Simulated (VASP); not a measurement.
# Ga2O3 (R-3c) in VASP: notebook

Runs on Ga2O3. Level: PBE. Tasks: single point.

Everything below comes from runs of VASP 6.6.1. Logs are shortened: lines on timing, memory, paths and dates and some standing lists are left out, and cuts for length are marked.

## (1) The cell of the first run

The structure is trigonal, space group R-3c (No. 167). Conventional cell: a = 5.184 Å, b = 5.184 Å, c = 13.283 Å, α = 90.00°, β = 90.00°, γ = 120.00°. Ga (site symmetry 3) has 6 O at 1.98 to 2.11 Å within 2.6 Å. Within 2.6 Å of O (site symmetry 2) lie 4 Ga at 1.98 to 2.11 Å.

## (2) Single point, PBE (strain +0.025 along x and y, -0.025 along z)

Input file INCAR:

```
SYSTEM = Ga2O3
ALGO = Normal
EDIFF = 1E-6
ENCUT = 520
GGA = PE
ISIF = 2
ISMEAR = 0
LASPH = .TRUE.
LCHARG = .FALSE.
LREAL = .FALSE.
LWAVE = .FALSE.
NBANDS = 55
NELM = 60
PREC = Accurate
SIGMA = 0.05
```

Input file KPOINTS:

```
k-points
0
G
  6 6 6
  0 0 0
```

Input file POSCAR:

```
Ga2O3
1.0
    2.5919426699      1.4964587982      4.4275093335
   -2.5919426699      1.4964587982      4.4275093335
    0.0000000000     -2.9929175964      4.4275093334
Ga O
4 6
Direct
    0.3558687539      0.3558687539      0.3558687539
    0.1441312461      0.1441312461      0.1441312461
    0.6441312461      0.6441312461      0.6441312461
    0.8558687539      0.8558687539      0.8558687539
    0.5531733332      0.9468266668      0.2500000000
    0.2500000000      0.5531733332      0.9468266668
    0.9468266668      0.2500000000      0.5531733332
    0.4468266668      0.0531733332      0.7500000000
    0.7500000000      0.4468266668      0.0531733332
    0.0531733332      0.7500000000      0.4468266668
```

Potentials or basis: VASP PAW PBE potentials, release 64 (Ga_d, O).

Command:

```bash
> cat potpaw_PBE.64/Ga_d/POTCAR potpaw_PBE.64/O/POTCAR > POTCAR
> mpirun -np 1 vasp_std > vasp.out
```

OUTCAR:

```text
SYSTEM = Ga2O3
   EDIFF = 1E-6
   ENCUT = 520
   GGA = PE
   ISIF = 2
   ISMEAR = 0
   LASPH = .TRUE.
   LREAL = .FALSE.
   NELM = 60
   PREC = Accurate

 ion  position               nearest neighbor table
   1  0.356  0.356  0.356-   8 1.98  10 1.98   9 1.98   6 2.11   5 2.11   7 2.11   2 2.81
   2  0.144  0.144  0.144-   8 1.98   9 1.98  10 1.98   7 2.11   5 2.11   6 2.11   1 2.81
   3  0.644  0.644  0.644-   5 1.98   7 1.98   6 1.98   9 2.11   8 2.11  10 2.11   4 2.81
   4  0.856  0.856  0.856-   5 1.98   6 1.98   7 1.98  10 2.11   8 2.11   9 2.11   3 2.81
   5  0.553  0.947  0.250-   3 1.98   4 1.98   1 2.11   2 2.11
   6  0.250  0.553  0.947-   4 1.98   3 1.98   1 2.11   2 2.11
   7  0.947  0.250  0.553-   3 1.98   4 1.98   2 2.11   1 2.11
   8  0.447  0.053  0.750-   1 1.98   2 1.98   3 2.11   4 2.11
   9  0.750  0.447  0.053-   2 1.98   1 1.98   3 2.11   4 2.11
  10  0.053  0.750  0.447-   1 1.98   2 1.98   4 2.11   3 2.11

  LATTYP: Found a trigonal (rhomboedric) cell.
 ALAT       =     5.3441926085
 COS(alpha) =     0.5295466404

  Lattice vectors:

 A1 = (   2.5919426699,   1.4964587982,   4.4275093335)
 A2 = (  -2.5919426699,   1.4964587982,   4.4275093335)
 A3 = (   0.0000000000,  -2.9929175964,   4.4275093334)

Analysis of symmetry for initial positions (statically):
=====================================================================
 Subroutine PRICEL returns:
 Original cell was already a primitive cell.

 Routine SETGRP: Setting up the symmetry group for a
 trigonal (rhombohedral) supercell.

 Subroutine GETGRP returns: Found 12 space group operations
 (whereof  6 operations were pure point group operations)
 out of a pool of 12 trial point group operations.

The static configuration has the point symmetry S_6 .
 The point group associated with its full space group is D_3d.

Analysis of symmetry for dynamics (positions and initial velocities):
=====================================================================
 Subroutine PRICEL returns:
 Original cell was already a primitive cell.

 Routine SETGRP: Setting up the symmetry group for a
 trigonal (rhombohedral) supercell.

 Subroutine GETGRP returns: Found 12 space group operations
 (whereof  6 operations were pure point group operations)
 out of a pool of 12 trial point group operations.

The dynamic configuration has the point symmetry S_6 .
 The point group associated with its full space group is D_3d.

 Subroutine INISYM returns: Found 12 space group operations
 (whereof  6 operations are pure point group operations),
 and found     1 'primitive' translations

----------------------------------------------------------------------------------------

                                     Primitive cell

  volume of cell :     103.0388

  direct lattice vectors                    reciprocal lattice vectors
     2.591942670  1.496458798  4.427509333     0.192905501  0.111374043  0.075286873
    -2.591942670  1.496458798  4.427509333    -0.192905501  0.111374043  0.075286873
     0.000000000 -2.992917596  4.427509333     0.000000000 -0.222748086  0.075286873

  length of vectors
     5.344192609  5.344192609  5.344192608     0.235127249  0.235127249  0.235127249

  position of ions in fractional coordinates (direct lattice)
     0.355868754  0.355868754  0.355868754
     0.144131246  0.144131246  0.144131246
     0.644131246  0.644131246  0.644131246
     0.855868754  0.855868754  0.855868754
     0.553173333  0.946826667  0.250000000
     0.250000000  0.553173333  0.946826667
     0.946826667  0.250000000  0.553173333
     0.446826667  0.053173333  0.750000000
     0.750000000  0.446826667  0.053173333
     0.053173333  0.750000000  0.446826667

  ion indices of the primitive-cell ions
   primitive index   ion index
                 1           1
                 2           2
                 3           3
                 4           4
                 5           5
                 6           6
                 7           7
                 8           8
                 9           9
                10          10

----------------------------------------------------------------------------------------

 KPOINTS: k-points

Automatic generation of k-mesh.
 Grid dimensions read from file:
 generate k-points for:    6    6    6

 Generating k-lattice:

  Cartesian coordinates                     Fractional coordinates (reciprocal lattice)
     0.032150917  0.018562341  0.012547812     0.166666667 -0.000000000 -0.000000000
    -0.032150917  0.018562341  0.012547812    -0.000000000  0.166666667 -0.000000000
     0.000000000 -0.037124681  0.012547812    -0.000000000 -0.000000000  0.166666667

  Length of vectors
     0.039187875  0.039187875  0.039187875

  Shift w.r.t. Gamma in fractional coordinates (k-lattice)
     0.000000000  0.000000000  0.000000000

 Subroutine IBZKPT returns following result:
 ===========================================

 Found     32 irreducible k-points:

 Following reciprocal coordinates:
            Coordinates               Weight
  0.000000  0.000000  0.000000      1.000000
  0.166667  0.000000 -0.000000      6.000000
  0.333333  0.000000 -0.000000      6.000000
  0.500000 -0.000000 -0.000000      3.000000
  0.166667  0.166667  0.000000      6.000000
  0.333333  0.166667  0.000000     12.000000
[... 16 lines left out ...]
  0.500000  0.500000  0.166667      6.000000
 -0.333333  0.500000  0.166667     12.000000
 [... further k-points ...]
   k-points           NKPTS =     32   k-points in BZ     NKDIM =     32   number of bands    NBANDS=     55
   number of dos      NEDOS =    301   number of ions     NIONS =     10
   total plane-waves  NPLWV =  64000
   dimension x,y,z NGX =    40 NGY =   40 NGZ =   40
   dimension x,y,z NGXF=    80 NGYF=   80 NGZF=   80
   ions per type =               4   6
   NGX,Y,Z   is equivalent  to a cutoff of  12.44, 12.44, 12.44 a.u.
   NGXF,Y,Z  is equivalent  to a cutoff of  24.89, 24.89, 24.89 a.u.
 SYSTEM =  Ga2O3
   PREC   = accura    normal or accurate (medium, high low for compatibility)
   ISTART =      0    job   : 0-new  1-cont  2-samecut
   ICHARG =      2    charge: 1-file 2-atom 10-const
   ISPIN  =      1    spin polarized calculation?
   LNONCOLLINEAR =      F non collinear calculations
   LSORBIT =      F    spin-orbit coupling
   LASPH  =      T    aspherical Exc in radial PAW
   ENCUT  =  520.0 eV  38.22 Ry    6.18 a.u.   9.94  9.94  9.94*2*pi/ulx,y,z
   NELM   =     60;   NELMIN=  2; NELMDL= -5     # of ELM steps
   EDIFF  = 0.1E-05   stopping-criterion for ELM
   LREAL  =      F    real-space projection
   EDIFFG = 0.1E-04   stopping-criterion for IOM
   NSW    =      0    number of steps for IOM
   IBRION =     -1    ionic relax: 0-MD 1-quasi-New 2-CG
   NFREE  =      0    steps in history (QN), initial steepest desc. (CG)
   ISIF   =      2    stress and relaxation
   ISYM   =      2    0-nonsym 1-usesym 2-fastsym
   POTIM  = 0.5000    time-step for ionic-motion
   TEBEG  =    0.0;   TEEND  =   0.0 temperature during run
   PSTRESS=    0.0 pullay stress
   NELECT =      88.0000    total number of electrons
   NUPDOWN=      -1.0000    fix difference up-down
   EMIN   =  10.00;   EMAX   =-10.00  energy-range for DOS
   EFERMI =   0.00;   METHOD = LEGACY
   ISMEAR =     0;   SIGMA  =   0.05  broadening in eV -4-tet -1-fermi 0-gaus
   EFERMI_NEDOS =   21; number of points for ismear=-14 and -15
   IALGO  =     38    algorithm
   IMIX   =      4    mixing-type and parameters
     AMIX     =   0.40;   BMIX     =  1.00
     AMIX_MAG =   1.60;   BMIX_MAG =  1.00
  volume/ion in A,a.u.               =      10.30        69.53
  Fermi-wavevector in a.u.,A,eV,Ry     =   1.553229  2.935177 32.824322  2.412520
  Thomas-Fermi vector in A             =   2.657490
   LORBIT       =      0    0 simple, 1 ext, 2 COOP (PROOUT), +10 PAW based schemes
   GGA     = PE    functional components
   LHFCALC =     F    Hartree Fock is set to
   AEXX    =    0.0000 exact exchange contribution
   IVDW    =     0    specifies the selected vdW correction
   LEPSILON=     F    determine dielectric tensor
   LRPA    =     F    only Hartree local field effects (RPA)
 non-spin polarized calculation
 Gauss-broadening in eV      SIGMA  =   0.05
  energy-cutoff  :      520.00
  volume of cell :      103.04
 maximum number of plane-waves:      2803
   NGX = 19   NGY = 19   NGZ = 19

 number of electron      88.0000000 magnetization

 Free energy of the ion-electron system (eV)
  ---------------------------------------------------
  ext. energy  EPLUGINS =         0.00000000
  ---------------------------------------------------
  free energy    TOTEN  =       -59.23442554 eV

  energy without entropy =      -59.23442554  energy(sigma->0) =      -59.23442554

 E-fermi :   4.2201     XC(G=0): -11.8382

 val. band max:        3.9264037462   @ k =  -0.1667   0.1667   0.0000
 cond. band min:       5.9438528642   @ k =   0.0000   0.0000   0.0000
 fundamental gap:      2.0174491181
 Fermi energy:         4.2200828111

 k-point     1 :       0.0000    0.0000    0.0000
  band No.  band energies     occupation
      1     -14.6184      2.00000
      2     -12.8417      2.00000
      3     -12.8417      2.00000
      4     -12.8297      2.00000
      5     -12.8297      2.00000
      6     -12.6705      2.00000
[... 47 lines left out ...]
     54      14.6323      0.00000
     55      15.7843      0.00000

 k-point     2 :       0.1667    0.0000   -0.0000
  band No.  band energies     occupation
      1     -14.5070      2.00000
      2     -12.9631      2.00000
      3     -12.8591      2.00000
      4     -12.8521      2.00000
      5     -12.8166      2.00000
      6     -12.6784      2.00000
[... 47 lines left out ...]
     54      15.1117      0.00000
     55      15.6136      0.00000

 k-point     3 :       0.3333    0.0000   -0.0000
  band No.  band energies     occupation
      1     -14.1956      2.00000
      2     -13.3005      2.00000
      3     -12.8865      2.00000
      4     -12.8842      2.00000
      5     -12.7907      2.00000
      6     -12.7113      2.00000
[... 1152 lines left out ...]
 k-point    23 :       0.5000    0.5000    0.1667
  band No.  band energies     occupation
      1     -13.8441      2.00000
      2     -13.2971      2.00000
      3     -13.0981      2.00000
      4     -12.9193      2.00000
      5     -12.9075      2.00000
      6     -12.7825      2.00000
[... 47 lines left out ...]
     54      15.5388      0.00000
     55      15.5713      0.00000

 k-point    24 :      -0.3333    0.5000    0.1667
  band No.  band energies     occupation
      1     -13.6867      2.00000
      2     -13.3984      2.00000
      3     -13.1470      2.00000
      4     -13.0339      2.00000
      5     -12.8197      2.00000
      6     -12.7680      2.00000
[... 47 lines left out ...]
     54      15.3731      0.00000
     55      15.6282      0.00000

 [... further k-points ...]

------------------------ aborting loop because EDIFF is reached ----------------------------------------

  FORCE on cell =-STRESS in cart. coord.  units (eV):
  Direction    XX          YY          ZZ          XY          YZ          ZX
  --------------------------------------------------------------------------------------
  -------------------------------------------------------------------------------------
  Total       -5.4500826     -5.4500826      2.6401793      0.0000000     -0.0000000     -0.0000000
  in kB      -84.7447442    -84.7447442     41.0528306      0.0000000     -0.0000000     -0.0000000
  external PRESSURE =     -42.8122193 kB  Pullay stress =       0.0000000 kB

 VOLUME and BASIS-vectors are now :
 -----------------------------------------------------------------------------
  energy-cutoff  :      520.00
  volume of cell :      103.04
      direct lattice vectors                 reciprocal lattice vectors
     2.591942670  1.496458798  4.427509333     0.192905501  0.111374043  0.075286873
    -2.591942670  1.496458798  4.427509333    -0.192905501  0.111374043  0.075286873
     0.000000000 -2.992917596  4.427509333     0.000000000 -0.222748086  0.075286873

 POSITION                                       TOTAL-FORCE (eV/Angst)
 -----------------------------------------------------------------------------------
      0.00000      0.00000      4.72684         0.000000      0.000000      0.256615
      0.00000      0.00000      1.91443         0.000000      0.000000     -0.256615
      0.00000      0.00000      8.55569         0.000000      0.000000     -0.256615
      0.00000      0.00000     11.36810         0.000000     -0.000000      0.256615
     -1.02033      1.49646      7.74814        -0.006357      0.000000      0.000000
     -0.78581     -1.63186      7.74814         0.003179     -0.005505     -0.000000
      1.80613      0.13540      7.74814         0.003179      0.005505      0.000000
      1.02033     -1.49646      5.53439         0.006357      0.000000     -0.000000
      0.78581      1.63186      5.53439        -0.003179      0.005505      0.000000
     -1.80613     -0.13540      5.53439        -0.003179     -0.005505     -0.000000
 -----------------------------------------------------------------------------------
    total drift:                               -0.000000      0.000000     -0.000000

  FREE ENERGIE OF THE ION-ELECTRON SYSTEM (eV)
  ---------------------------------------------------
  free  energy   TOTEN  =       -59.2344255365 eV

  energy  without entropy=      -59.2344255365  energy(sigma->0) =      -59.23442554
```

It took 6.2 min on 1 thread of Intel Xeon 8259CL, shared host; peak memory 0.31 GiB.

What came out:

```
Free energy            : -59.2344 eV
Pressure               : -4.3 GPa
Largest force          : 0.257 eV/Å
Band gap on the k mesh : 2.02 eV (least direct gap 2.17 eV)
```

Forces in eV/Å, atoms in the order of the input:
```
Ga   0.000  0.000  0.257
Ga   0.000  0.000 -0.257
Ga   0.000  0.000 -0.257
Ga   0.000  0.000  0.257
O   -0.006  0.000  0.000
O    0.003 -0.006  0.000
O    0.003  0.006  0.000
O    0.006  0.000  0.000
O   -0.003  0.006  0.000
O   -0.003 -0.006  0.000
```

Levels at points of the mesh, in eV from the valence-band top:
| k point | band 41 | band 42 | band 43 | band 44 | band 45 | band 46 | band 47 | band 48 |
| --- | --- | --- | --- | --- | --- | --- | --- | --- |
| (0.00, 0.00, 0.00) | -0.41 | -0.31 | -0.31 | -0.15 | 2.02 | 6.12 | 6.12 | 7.83 |
| (0.50, 0.00, 0.00) | -0.86 | -0.86 | -0.14 | -0.14 | 5.72 | 5.72 | 5.99 | 5.99 |
| (0.50, 0.50, 0.00) | -0.90 | -0.63 | -0.23 | -0.15 | 5.78 | 6.00 | 6.73 | 6.86 |
| (0.50, 0.50, 0.50) | -0.45 | -0.45 | -0.45 | -0.45 | 5.12 | 5.12 | 7.23 | 7.23 |

Caveat: the cell differs from its parent crystal (strain +0.025 along x and y, -0.025 along z); the cell stands under tension.

## (3) Single point, PBE (strain +0.050 along x and y, -0.050 along z)

Input file INCAR:

```
PREC = Accurate
ENCUT = 520
EDIFF = 1E-6
ISMEAR = 0
SIGMA = 0.05
LREAL = False
LASPH = True
NELM = 60
ALGO = Normal
ISIF = 2
LWAVE = False
LCHARG = False
GGA = PE
NBANDS = 55
```

Input file KPOINTS:

```
Automatic mesh
0
Gamma
  6 6 6
```

POSCAR, as its differences from that of step 2:

```diff
@@ -2,5 +2,5 @@
 1.0
-    2.5919426699      1.4964587982      4.4275093335
-   -2.5919426699      1.4964587982      4.4275093335
-    0.0000000000     -2.9929175964      4.4275093334
+    2.6551607838      1.5329577933      4.3139834531
+   -2.6551607838      1.5329577933      4.3139834531
+    0.0000000000     -3.0659155866      4.3139834531
 Ga O
```

Potentials or basis: VASP PAW PBE potentials, release 64 (Ga_d, O).

Command:

```bash
> cat potpaw_PBE.64/Ga_d/POTCAR potpaw_PBE.64/O/POTCAR > POTCAR
> mpirun -np 1 vasp_std > vasp.out
```

Run time: 5.6 min. Hardware: 1 thread of Intel Xeon 8259CL, shared host; peak memory 0.32 GiB.

It converged, with:

```
Free energy            : -58.7461 eV
Pressure               : -8.4 GPa
Largest force          : 0.491 eV/Å
Band gap on the k mesh : 1.55 eV (least direct gap 1.61 eV)
```

Forces in eV/Å, atoms in the order of the input:
```
Ga   0.000  0.000  0.491
Ga   0.000  0.000 -0.491
Ga   0.000  0.000 -0.491
Ga   0.000  0.000  0.491
O   -0.018  0.000  0.000
O    0.009 -0.016  0.000
O    0.009  0.016  0.000
O    0.018  0.000  0.000
O   -0.009  0.016  0.000
O   -0.009 -0.016  0.000
```

Stress tensor (GPa, compression positive):
```
-16.31   0.00   0.00
  0.00 -16.31   0.00
  0.00   0.00   7.44
```

Levels at points of the mesh, in eV from the valence-band top:
```
           k point  band 42  band 43  band 44  band 45  band 46  band 47
(0.00, 0.00, 0.00)    -0.36    -0.36    -0.05     1.55     5.71     5.87
(0.50, 0.00, 0.00)    -0.81    -0.16    -0.16     5.28     5.28     5.60
(0.50, 0.50, 0.00)    -0.63    -0.25    -0.17     5.33     5.55     6.17
(0.50, 0.50, 0.50)    -0.63    -0.63    -0.63     4.72     4.72     6.85
```

Caveat: the cell differs from its parent crystal (strain +0.050 along x and y, -0.050 along z); the cell stands under tension. A k mesh can miss the band edges.

[end of part 1 of 2]
